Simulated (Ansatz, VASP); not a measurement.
**One calculation of Tl, two programs**

INCAR

```
SYSTEM = Tl
PREC = Accurate
ENCUT = 520
EDIFF = 1E-6
ISMEAR = -1
SIGMA = 0.03
LREAL = .False.
LASPH = .True.
NELM = 100
ALGO = Normal
ISIF = 2
LWAVE = .False.
LCHARG = .False.
GGA = PE
NBANDS = 12
```

Contents of KPOINTS:

```
regular mesh
0
Gamma
  13 13 13
  0 0 0
```

The input POSCAR:

```
Tl
1.0
   -1.9817349039      1.9817349039      1.9817349039
    1.9817349039     -1.9817349039      1.9817349039
    1.9817349039      1.9817349039     -1.9817349039
Tl
1
Direct
    0.0000000000      0.0000000000      0.0000000000
```

Input for Ansatz:

```yaml
crystal:
  lattice:
    - [-1.9817349039, 1.9817349039, 1.9817349039]
    - [1.9817349039, -1.9817349039, 1.9817349039]
    - [1.9817349039, 1.9817349039, -1.9817349039]
  atoms:
    - { symbol: Tl, position: [0.0, 0.0, 0.0] }
kpoints:
  mp_grid: { grid: [13, 13, 13] }
scf:
  occupations: { method: fermi_dirac, width: 0.03 }
hamiltonian:
  xc: pbe
  pseudopotentials: { kind: all_electron, lapw: { basis_error: 0.001 } }
output:
  forces: true
  stress: true
  eigenvalues: true
```

Change from the starting cell: volume scaled by 1.04.

Alike in both runs: task single point; functional PBE; k mesh 13 × 13 × 13; occupations fermi-dirac, width 0.03 eV; no spin polarisation.

|  | VASP | Ansatz |
| --- | --- | --- |
| version | VASP 6.6.1 | Ansatz 0.2.0 |
| potentials or method | VASP PAW PBE potentials, release 64 (Tl_d), cutoff 520 eV | all-electron LAPW, scalar-relativistic |

```tsv
	VASP	Ansatz	Ansatz less VASP
pressure (GPa)	0.2	0.3	+0.06
```

Ansatz ran all-electron here, and VASP with PAW potentials.

Neither program's run includes spin-orbit coupling.
